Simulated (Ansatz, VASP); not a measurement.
MgO: VASP beside Ansatz

```
Mg O
1.0
     2.60105    0.00000    0.00000
     0.00000    2.60105    0.00000
     0.00000    0.00000    2.61832
Mg O
1 1
Direct
  0.00000 0.00000 0.00000
  0.50000 0.50000 0.50000
```

Change from the starting cell: epitaxial_xy strain -0.9%.

Alike in both runs: task single point; functional r2SCAN; k mesh 10 × 10 × 10; no spin polarisation.

|  | VASP | Ansatz |
| --- | --- | --- |
| version | VASP 6.6.1 | Ansatz 0.2.0 |
| potentials or method | VASP PAW PBE potentials, release 64 (Mg_sv, O) | plane waves, PAW |
| plane-wave cutoff (eV) | 750 | 500 |
| occupations | gaussian, width 0.01 eV | fixed |
| valence electrons in the cell | 16 | 16 |

|  | VASP | Ansatz | Ansatz less VASP |
| --- | --- | --- | --- |
| gap on the k mesh at the Fermi level (eV) | 3.69 | 3.65 | -0.032 |
| pressure (GPa) | 3.2 | 3.1 | -0.08 |
| traceless stress, the component that is largest in VASP (GPa) | -3.20 | -3.18 | +0.022 |

VASP's potentials were made for PBE, not for r2SCAN.
